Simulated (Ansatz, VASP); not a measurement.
Two plane-wave programs on Zr2H3

```
Zr H
1.0
    -2.11912    2.11912    3.71868
     2.11912   -2.11912    3.71868
     2.11912    2.11912   -3.71868
Zr H
2 3
Direct
  0.75000 0.25000 0.50000
  0.25000 0.75000 0.50000
  0.00000 0.00000 0.00000
  0.50000 0.00000 0.50000
  0.00000 0.50000 0.50000
```

Alike in both runs: task single point; functional PBE; k mesh 6 × 6 × 6; occupations gaussian, width 0.1 eV; collinear spin.

|  | VASP | Ansatz |
| --- | --- | --- |
| version | VASP 6.6.1 | Ansatz 0.2.0 |
| potentials or method | VASP PAW PBE potentials, release 64 (Zr_sv, H), cutoff 520 eV | scalar-relativistic, plane waves, PAW |
| valence electrons in the cell | 27 | 27 |

```csv
,VASP,Ansatz,Ansatz less VASP
gap on the k mesh at the Fermi level (eV),none,none,-
pressure (GPa),-0.1,0.0,+0.05
net moment per atom (μB),0.00,0.00,0.000
```

A gap of «none» marks a metal or a gap that the smearing closes. Ansatz's warnings: seeded moment not kept.
